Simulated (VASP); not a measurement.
# PN (P4/mmm) in VASP: notebook, part 2 of 2

VASP 6.6.1. Earlier steps stand in the parts before.

### Step 4. Single point, PBE+D3(BJ)

This run uses another cell than the first one, of 17.64 Å³/atom, 1.902 times its volume.

Contents of INCAR:

```
SYSTEM = PN
PREC = Accurate ; ENCUT = 520
EDIFF = 1E-6 ; ISMEAR = 0
SIGMA = 0.1 ; LREAL = .False.
LASPH = .True. ; NELM = 80
ALGO = Normal ; ISIF = 2
LWAVE = .False. ; LCHARG = .False.
GGA = PE ; IVDW = 12
NBANDS = 12
```

Contents of KPOINTS:

```
regular mesh
0
Gamma
  6 6 4
  0 0 0
```

Contents of POSCAR:

```
PN
1.0
    2.9973376000      0.0000000000      0.0000000000
    0.0000000000      2.9973376000      0.0000000000
    0.0000000000      0.0000000000      3.9275320600
P N
1 1
Direct
    0.0000000000      0.0000000000      0.5000000000
    0.5000000000      0.5000000000      0.5000000000
```

Potentials or basis: VASP PAW PBE potentials, release 64 (P, N).

On the command line:

```bash
> cat potpaw_PBE.64/P/POTCAR potpaw_PBE.64/N/POTCAR > POTCAR
> mpirun -np 1 vasp_std > vasp.out
```

OUTCAR:

```text
SYSTEM = PN
   PREC = Accurate
   ENCUT = 520
   EDIFF = 1E-6
   ISMEAR = 0
   LREAL = .False.
   LASPH = .True.
   NELM = 80
   ISIF = 2
   GGA = PE
   IVDW = 12
 IVDW          = 12

 ion  position               nearest neighbor table
   1  0.000  0.000  0.500-   2 2.12   2 2.12   2 2.12   2 2.12
   2  0.500  0.500  0.500-   1 2.12   1 2.12   1 2.12   1 2.12

  LATTYP: Found a simple tetragonal cell.
 ALAT       =     2.9973376000
 C/A-ratio  =     1.3103402366

  Lattice vectors:

 A1 = (   2.9973376000,   0.0000000000,   0.0000000000)
 A2 = (   0.0000000000,   2.9973376000,   0.0000000000)
 A3 = (   0.0000000000,   0.0000000000,   3.9275320600)

Analysis of symmetry for initial positions (statically):
=====================================================================
 Subroutine PRICEL returns:
 Original cell was already a primitive cell.

 Routine SETGRP: Setting up the symmetry group for a
 simple tetragonal supercell.

 Subroutine GETGRP returns: Found 16 space group operations
 (whereof 16 operations were pure point group operations)
 out of a pool of 16 trial point group operations.

The static configuration has the point symmetry D_4h.

Analysis of symmetry for dynamics (positions and initial velocities):
=====================================================================
 Subroutine PRICEL returns:
 Original cell was already a primitive cell.

 Routine SETGRP: Setting up the symmetry group for a
 simple tetragonal supercell.

 Subroutine GETGRP returns: Found 16 space group operations
 (whereof 16 operations were pure point group operations)
 out of a pool of 16 trial point group operations.

The dynamic configuration has the point symmetry D_4h.

 Subroutine INISYM returns: Found 16 space group operations
 (whereof 16 operations are pure point group operations),
 and found     1 'primitive' translations

----------------------------------------------------------------------------------------

                                     Primitive cell

  volume of cell :      35.2851
[... 120 lines left out ...]
 non-spin polarized calculation
 Gauss-broadening in eV      SIGMA  =   0.10
  energy-cutoff  :      520.00
  volume of cell :       35.29
 maximum number of plane-waves:       960
 NGX is ok and might be reduce to    24
   NGX = 11   NGY = 11   NGZ = 15

 number of electron      10.0000000 magnetization

 number of electron       9.9999999 magnetization

 Free energy of the ion-electron system (eV)
  ---------------------------------------------------
  ext. energy  EPLUGINS =         0.00000000
  ---------------------------------------------------
  free energy    TOTEN  =       -10.93035055 eV

  energy without entropy =      -10.91867470  energy(sigma->0) =      -10.92451263

 E-fermi :   2.9290     XC(G=0):  -8.9344

 val. band max:        2.9066629620   @ k =   0.1667   0.1667   0.2500
 cond. band min:       2.9402726525   @ k =   0.5000   0.5000   0.5000
 fundamental gap:      0.0336096905
 Fermi energy:         2.9289638272

 k-point     1 :       0.0000    0.0000    0.0000
  band No.  band energies     occupation
      1     -13.6492      2.00000
      2      -2.0963      2.00000
      3      -0.8597      2.00000
      4      -0.5981      2.00000
      5      -0.5981      2.00000
      6       6.3064      0.00000
      7       7.2441      0.00000
      8       9.2663      0.00000
      9      10.6047      0.00000
     10      10.6047      0.00000
     11      17.1905      0.00000
     12      17.1905      0.00000
[... 331 lines left out ...]
 k-point    24 :       0.5000    0.0000    0.5000
  band No.  band energies     occupation
      1     -11.4127      2.00000
      2      -8.2534      2.00000
      3       0.7304      2.00000
      4       1.0950      2.00000
      5       1.3081      2.00000
      6       4.8435      0.00000
      7       5.1131      0.00000
      8       5.6705      0.00000
      9      11.5900      0.00000
     10      16.4490      0.00000
     11      17.1915      0.00000
     12      17.4919      0.00000

 [... further k-points ...]

------------------------ aborting loop because EDIFF is reached ----------------------------------------

 Edisp (eV)   -0.35011

 E8    (eV) :    -0.1168

  FORCE on cell =-STRESS in cart. coord.  units (eV):
  Direction    XX          YY          ZZ          XY          YZ          ZX
  --------------------------------------------------------------------------------------
  -------------------------------------------------------------------------------------
  Total      -5.81153    -5.81153    -0.92704     0.00000     0.00000     0.00000
  in kB    -263.88211  -263.88211   -42.09391     0.00000     0.00000     0.00000
  external pressure =     -189.95 kB  Pullay stress =        0.00 kB

 VOLUME and BASIS-vectors are now :
 -----------------------------------------------------------------------------
  energy-cutoff  :      520.00
  volume of cell :       35.29
      direct lattice vectors                 reciprocal lattice vectors
     2.997337600  0.000000000  0.000000000     0.333629418  0.000000000  0.000000000
     0.000000000  2.997337600  0.000000000     0.000000000  0.333629418  0.000000000
     0.000000000  0.000000000  3.927532060     0.000000000  0.000000000  0.254612817

 POSITION                                       TOTAL-FORCE (eV/Angst)
 -----------------------------------------------------------------------------------
      0.00000      0.00000      1.96377         0.000000      0.000000      0.000000
      1.49867      1.49867      1.96377         0.000000      0.000000      0.000000
 -----------------------------------------------------------------------------------
    total drift:                                0.000000      0.000000     -0.000000

  FREE ENERGIE OF THE ION-ELECTRON SYSTEM (eV)
  ---------------------------------------------------
  free  energy   TOTEN  =       -11.2804594187 eV

  energy  without entropy=      -11.2687835753  energy(sigma->0) =      -11.27462150
```

OSZICAR:

```text
N       E                     dE             d eps       ncg     rms          rms(c)
DAV:   1     0.293873441948E+02    0.29387E+02   -0.47111E+03   720   0.709E+02
DAV:   2    -0.999512267680E+01   -0.39382E+02   -0.37227E+02   972   0.140E+02
DAV:   3    -0.121762752749E+02   -0.21812E+01   -0.21275E+01   880   0.325E+01
DAV:   4    -0.121930180179E+02   -0.16743E-01   -0.16741E-01   880   0.322E+00
DAV:   5    -0.121931868696E+02   -0.16885E-03   -0.16885E-03   920   0.292E-01    0.841E+00
DAV:   6    -0.114101226303E+02    0.78306E+00   -0.18277E+01   812   0.175E+01    0.555E+00
DAV:   7    -0.109345512573E+02    0.47557E+00   -0.29079E+00   792   0.726E+00    0.281E+00
DAV:   8    -0.109297444046E+02    0.48069E-02   -0.12123E-01   760   0.240E+00    0.355E-01
DAV:   9    -0.109305107117E+02   -0.76631E-03   -0.26903E-03   896   0.353E-01    0.182E-01
DAV:  10    -0.109304124548E+02    0.98257E-04   -0.20857E-03   804   0.169E-01    0.626E-02
DAV:  11    -0.109303431833E+02    0.69271E-04   -0.57009E-04   840   0.101E-01    0.269E-02
DAV:  12    -0.109303492264E+02   -0.60431E-05   -0.23612E-05   820   0.321E-02    0.114E-02
DAV:  13    -0.109303505566E+02   -0.13302E-05   -0.31537E-06   812   0.984E-03    0.253E-03
DAV:  14    -0.109303505470E+02    0.96153E-08   -0.93716E-08   516   0.206E-03
   1 F= -.11280459E+02 E0= -.11274621E+02  d E =-.116758E-01
```

It took 5.1 s on 1 thread of Intel Xeon 6975P-C (Granite Rapids), shared host; peak memory 0.15 GiB.

Results:

| Item | Value |
| --- | --- |
| Free energy | -11.2805 eV |
| Pressure | -19.0 GPa |
| Band gap on the k mesh | zero (band 5 reaches 3.04 eV, above the bottom of band 6 at 1.62 eV) |
| Dispersion energy per atom | -0.175 eV |

Levels at points of the mesh, in eV from the Fermi level:
```csv
k point,band 1,band 2,band 3,band 4,band 5,band 6,band 7,band 8,band 9,band 10
"(0.00, 0.00, 0.00)",-16.58,-5.03,-3.79,-3.53,-3.53,3.38,4.32,6.34,7.68,7.68
"(0.50, 0.00, 0.00)",-14.41,-11.37,-1.86,-1.48,0.07,1.51,1.90,2.64,8.18,8.79
"(0.50, 0.50, 0.00)",-13.12,-8.07,-7.22,-7.22,-0.64,1.38,8.06,8.06,8.97,8.97
"(0.00, 0.00, 0.50)",-16.47,-5.20,-4.71,-3.48,-3.48,2.52,6.59,7.79,7.79,10.28
"(0.50, 0.00, 0.50)",-14.34,-11.18,-2.20,-1.83,-1.62,1.91,2.18,2.74,8.66,13.52
"(0.50, 0.50, 0.50)",-13.07,-7.83,-7.12,-7.12,-1.07,0.01,6.33,6.33,8.54,8.54
```

Caveat: the k points lie up to 0.40 Å⁻¹ apart.

### Step 5. Relaxation of cell and atoms, PBE+D3(BJ)

Contents of INCAR:

```
ALGO = Normal
EDIFF = 1E-6
EDIFFG = -0.04
ENCUT = 600
GGA = PE
IBRION = 2
ISIF = 3
ISMEAR = 0
IVDW = 12
LASPH = True
LCHARG = False
LREAL = False
LWAVE = False
NELM = 80
NSW = 90
PREC = Accurate
SIGMA = 0.1
```

Contents of KPOINTS:

```
k-points
0
Gamma
  6 6 6
```

Contents of POSCAR:

```
PN
1.0
    2.6573697586      0.0000000000      0.0000000000
    0.0000000000      2.6573697586      0.0000000000
    0.0000000000      0.0000000000      2.6270088182
P N
1 1
Direct
    0.0000000000      0.0000000000      0.5000000000
    0.5000000000      0.5000000000      0.5000000000
```

Potentials or basis: VASP PAW PBE potentials, release 64 (P, N).

On the command line:

```bash
> cat potpaw_PBE.64/P/POTCAR potpaw_PBE.64/N/POTCAR > POTCAR
> mpirun -np 1 vasp_std > vasp.out
```

OUTCAR:

```text
EDIFF = 1E-6
   EDIFFG = -0.04
   ENCUT = 600
   GGA = PE
   IBRION = 2
   ISIF = 3
   ISMEAR = 0
   IVDW = 12
   LASPH = True
   LREAL = False
   NELM = 80
   NSW = 90
   PREC = Accurate
 IVDW          = 12

 ion  position               nearest neighbor table
   1  0.000  0.000  0.500-   2 1.88   2 1.88   2 1.88   2 1.88
   2  0.500  0.500  0.500-   1 1.88   1 1.88   1 1.88   1 1.88

  LATTYP: Found a simple tetragonal cell.
 ALAT       =     2.6573697586
 C/A-ratio  =     0.9885748153

  Lattice vectors:

 A1 = (   2.6573697586,   0.0000000000,   0.0000000000)
 A2 = (   0.0000000000,   2.6573697586,   0.0000000000)
 A3 = (   0.0000000000,   0.0000000000,   2.6270088182)

Analysis of symmetry for initial positions (statically):
=====================================================================
 Subroutine PRICEL returns:
 Original cell was already a primitive cell.

 Routine SETGRP: Setting up the symmetry group for a
 simple tetragonal supercell.

 Subroutine GETGRP returns: Found 16 space group operations
 (whereof 16 operations were pure point group operations)
 out of a pool of 16 trial point group operations.

The static configuration has the point symmetry D_4h.

Analysis of symmetry for dynamics (positions and initial velocities):
=====================================================================
 Subroutine PRICEL returns:
 Original cell was already a primitive cell.

 Routine SETGRP: Setting up the symmetry group for a
 simple tetragonal supercell.

 Subroutine GETGRP returns: Found 16 space group operations
 (whereof 16 operations were pure point group operations)
 out of a pool of 16 trial point group operations.

The dynamic configuration has the point symmetry D_4h.

 Subroutine INISYM returns: Found 16 space group operations
 (whereof 16 operations are pure point group operations),
 and found     1 'primitive' translations

----------------------------------------------------------------------------------------

                                     Primitive cell

  volume of cell :      18.5509

  direct lattice vectors                    reciprocal lattice vectors
     2.657369759  0.000000000  0.000000000     0.376311952  0.000000000  0.000000000
     0.000000000  2.657369759  0.000000000     0.000000000  0.376311952  0.000000000
[... 103 lines left out ...]
   IMIX   =      4    mixing-type and parameters
     AMIX     =   0.40;   BMIX     =  1.00
     AMIX_MAG =   1.60;   BMIX_MAG =  1.00
  volume/ion in A,a.u.               =       9.28        62.59
  Fermi-wavevector in a.u.,A,eV,Ry     =   1.332354  2.517784 24.152619  1.775167
  Thomas-Fermi vector in A             =   2.461295
   LORBIT       =      0    0 simple, 1 ext, 2 COOP (PROOUT), +10 PAW based schemes
   GGA     = PE    functional components
   LHFCALC =     F    Hartree Fock is set to
   AEXX    =    0.0000 exact exchange contribution
   IVDW    =    12    specifies the selected vdW correction
   LEPSILON=     F    determine dielectric tensor
   LRPA    =     F    only Hartree local field effects (RPA)
 conjugate gradient relaxation of ions
 non-spin polarized calculation
 Gauss-broadening in eV      SIGMA  =   0.10
  energy-cutoff  :      600.00
  volume of cell :       18.55
 maximum number of plane-waves:       631
 NGX is ok and might be reduce to    24
   NGX = 11   NGY = 11   NGZ = 11

--------------------------------------- Ionic step        1  -------------------------------------------

 number of electron      10.0000000 magnetization

 number of electron       9.9999999 magnetization

 Free energy of the ion-electron system (eV)
  ---------------------------------------------------
  ext. energy  EPLUGINS =         0.00000000
  ---------------------------------------------------
  free energy    TOTEN  =       -12.07567205 eV

  energy without entropy =      -12.07266426  energy(sigma->0) =      -12.07416815

------------------------ aborting loop because EDIFF is reached ----------------------------------------

 Edisp (eV)   -0.71803

 E8    (eV) :    -0.2471
[... 71 lines left out ...]
--------------------------------------- Ionic step        3  -------------------------------------------

 number of electron       9.9999999 magnetization

 Free energy of the ion-electron system (eV)
  ---------------------------------------------------
  ext. energy  EPLUGINS =         0.00000000
  ---------------------------------------------------
  free energy    TOTEN  =       -12.07377545 eV

  energy without entropy =      -12.07082533  energy(sigma->0) =      -12.07230039

 E-fermi :  10.6497     XC(G=0): -12.3145

 val. band max:       10.5935447584   @ k =   0.5000   0.5000   0.0000
 cond. band min:      10.7434096913   @ k =   0.5000   0.1667   0.3333
 fundamental gap:      0.1498649330
 Fermi energy:        10.6496899507

 k-point     1 :       0.0000    0.0000    0.0000
  band No.  band energies     occupation
      1     -10.6904      2.00000
      2       4.9117      2.00000
      3       4.9117      2.00000
      4       6.5685      2.00000
      5       7.6038      2.00000
      6      14.5846      0.00000
      7      17.8872      0.00000
      8      18.6708      0.00000
      9      21.2569      0.00000
[... 265 lines left out ...]
 k-point    24 :       0.5000    0.0000    0.3333
  band No.  band energies     occupation
      1      -6.5246      2.00000
      2      -3.2313      2.00000
      3       5.8221      2.00000
      4       6.7316      2.00000
      5       7.1404      2.00000
      6      14.7997      0.00000
      7      15.0199      0.00000
      8      15.7154      0.00000
      9      21.8014      0.00000

 [... further k-points ...]

------------------------ aborting loop because EDIFF is reached ----------------------------------------

 Edisp (eV)   -0.72072

 E8    (eV) :    -0.2480
[... 25 lines left out ...]
  FREE ENERGIE OF THE ION-ELECTRON SYSTEM (eV)
  ---------------------------------------------------
  free  energy   TOTEN  =       -12.7944907688 eV

  energy  without entropy=      -12.7915406537  energy(sigma->0) =      -12.79301571

 reached required accuracy - stopping structural energy minimisation
```

CONTCAR:

```text
PN
   1.00000000000000
     2.6499618285480686    0.0000000000000000    0.0000000000000000
     0.0000000000000000    2.6499618285480686    0.0000000000000000
     0.0000000000000000    0.0000000000000000    2.6320625487295812
  P               N
     1     1
Direct
     0.0000000000000000    0.0000000000000000    0.5000000000000000
     0.5000000000000000    0.5000000000000000    0.5000000000000000

  0.00000000E+00  0.00000000E+00  0.00000000E+00
  0.00000000E+00  0.00000000E+00  0.00000000E+00
```

Wall time 7 s (1 thread of Intel Xeon 6975P-C (Granite Rapids), shared host); peak memory 0.14 GiB.

What came out:

* Free energy: -12.7945 eV
* Relaxed volume: 9.24 Å³/atom
* Relaxed cell: a = 2.650 Å, b = 2.650 Å, c = 2.632 Å, α = 90.00°, β = 90.00°, γ = 90.00°
* Space group after relaxing (to 0.05 Å): P4/mmm (No. 123)
* Energy gained by relaxing: 0.4 meV/atom
* Ionic steps: 3
* Pressure after relaxing: 0.4 GPa
* Band gap on the k mesh: zero (band 5 reaches 11.71 eV, above the bottom of band 6 at 6.92 eV)
* Dispersion energy per atom: -0.360 eV

Step by step:
```tsv
step	energy change (eV)	largest force (eV/Å)	pressure (GPa)	volume (Å³)
1	0.0000	0.0000	-0.85	18.55
2	-0.0001	0.0000	1.56	18.42
3	-0.0008	0.0000	0.37	18.48
```

Final structure:
```
P N
1.0
     2.64996    0.00000    0.00000
     0.00000    2.64996    0.00000
     0.00000    0.00000    2.63206
P N
1 1
Direct
  0.00000 0.00000 0.50000
  0.50000 0.50000 0.50000
```

Caveat: the k points lie up to 0.40 Å⁻¹ apart in the final cell; pairwise dispersion overbinds metals, which lowers pressure and volume.

### Step 6. Single point, PBE+D3(BJ), collinear spin, ferromagnetic start

This run uses another cell than the first one, of 9.31 Å³/atom, 1.004 times its volume.

Contents of INCAR:

```
ALGO = Normal ; EDIFF = 1E-6
ENCUT = 520 ; GGA = PE
ISIF = 2 ; ISMEAR = 0
ISPIN = 2 ; IVDW = 12
LASPH = True ; LCHARG = False
LORBIT = 11 ; LREAL = False
LWAVE = False ; MAGMOM = 0 1
NBANDS = 16 ; NELM = 150
PREC = Accurate ; SIGMA = 0.1
```

KPOINTS is that of step 5.

Contents of POSCAR:

```
PN
1.0
    2.6555082070      0.0000000000      0.0000000000
    0.0000000000      2.6555082070      0.0000000000
    0.0000000000      0.0000000000      2.6415535621
P N
1 1
Direct
    0.0000000000      0.0000000000      0.5000000000
    0.5000000000      0.5000000000      0.5000000000
```

Potentials or basis: VASP PAW PBE potentials, release 64 (P, N).

On the command line:

```bash
> cat potpaw_PBE.64/P/POTCAR potpaw_PBE.64/N/POTCAR > POTCAR
> mpirun -np 1 vasp_std > vasp.out
```

Wall time 8.7 s (1 thread of Intel Xeon 6975P-C (Granite Rapids), shared host); peak memory 0.14 GiB.

The run converged. Its results:

```yaml
Free_energy: -12.7921 eV
Pressure: -0.8 GPa
Band_gap_on_the_k_mesh: zero (filled and empty bands overlap)
Net_moment: 0.00 μB per cell
Valence_electrons_inside_the_program's_atomic_spheres: P 2.27; N 3.78
Dispersion_energy_per_atom: -0.357 eV
```

Stress tensor (GPa, compression positive):
```
-1.09  0.00  0.00
 0.00 -1.09  0.00
 0.00  0.00 -0.11
```

Levels at points of the mesh, in eV from the Fermi level:
Spin up:
| k point | band 1 | band 2 | band 3 | band 4 | band 5 | band 6 | band 7 | band 8 | band 9 | band 10 |
| --- | --- | --- | --- | --- | --- | --- | --- | --- | --- | --- |
| (0.00, 0.00, 0.00) | -21.24 | -5.69 | -5.69 | -4.09 | -3.03 | 3.99 | 7.21 | 7.94 | 10.56 | 10.56 |
| (0.50, 0.00, 0.00) | -17.92 | -15.14 | -3.80 | -1.11 | 1.08 | 3.09 | 3.09 | 4.30 | 12.24 | 12.96 |
| (0.50, 0.50, 0.00) | -15.42 | -11.22 | -11.22 | -9.38 | -0.05 | 6.43 | 10.40 | 10.40 | 12.56 | 12.83 |
| (0.00, 0.00, 0.50) | -19.69 | -10.10 | -4.98 | -4.98 | -0.47 | 2.16 | 5.72 | 11.33 | 11.33 | 12.01 |
| (0.50, 0.00, 0.50) | -16.78 | -13.18 | -5.78 | -5.31 | -3.35 | 4.59 | 4.88 | 5.29 | 10.23 | 14.10 |
| (0.50, 0.50, 0.50) | -14.49 | -10.09 | -10.09 | -6.08 | -3.56 | -2.76 | 3.44 | 3.44 | 13.00 | 13.00 |
Spin down:
```tsv
k point	band 3	band 4	band 5	band 6	band 7	band 8
(0.00, 0.00, 0.00)	-5.69	-4.09	-3.03	3.99	7.21	7.94
(0.50, 0.00, 0.00)	-3.80	-1.11	1.08	3.09	3.09	4.30
(0.50, 0.50, 0.00)	-11.22	-9.38	-0.05	6.43	10.40	10.40
(0.00, 0.00, 0.50)	-4.98	-4.98	-0.47	2.16	5.72	11.33
(0.50, 0.00, 0.50)	-5.78	-5.31	-3.35	4.59	4.88	5.29
(0.50, 0.50, 0.50)	-10.09	-6.08	-3.56	-2.76	3.44	3.44
```

Caveat: the k points lie up to 0.40 Å⁻¹ apart; pairwise dispersion overbinds metals, which lowers pressure and volume.

### Step 7. The runs side by side

| task | spin | cell | k mesh | cutoff (eV) | gap on the mesh (eV) | pressure (GPa) |
| --- | --- | --- | --- | --- | --- | --- |
| single point | off | a = 2.657, b = 2.657, c = 2.627 Å, 2 atoms | 6 × 6 × 4 | 520 | none | -0.9 |
| single point | off | a = 2.656, b = 2.656, c = 2.642 Å, 2 atoms | 6 × 6 × 6 | 520 | none | -0.8 |
| single point | off | a = 2.997, b = 2.997, c = 3.928 Å, 2 atoms | 6 × 6 × 4 | 520 | none | -19.0 |
| relaxation of cell and atoms | off | relaxed from a = 2.657, b = 2.657, c = 2.627 Å, 2 atoms | 6 × 6 × 6 | 600 | none | 0.4 |
| single point | collinear, ferromagnetic start | a = 2.656, b = 2.656, c = 2.642 Å, 2 atoms | 6 × 6 × 6 | 520 | none | -0.8 |

Alike in all rows: level PBE+D3(BJ); potentials or basis VASP PAW PBE potentials, release 64 (P, N); smearing gaussian 0.1 eV.

Caveats: all runs use coarse meshes; pairwise dispersion overbinds metals, which lowers pressure and volume (some runs).

Absolute energies hang on the potentials; compare differences alone.
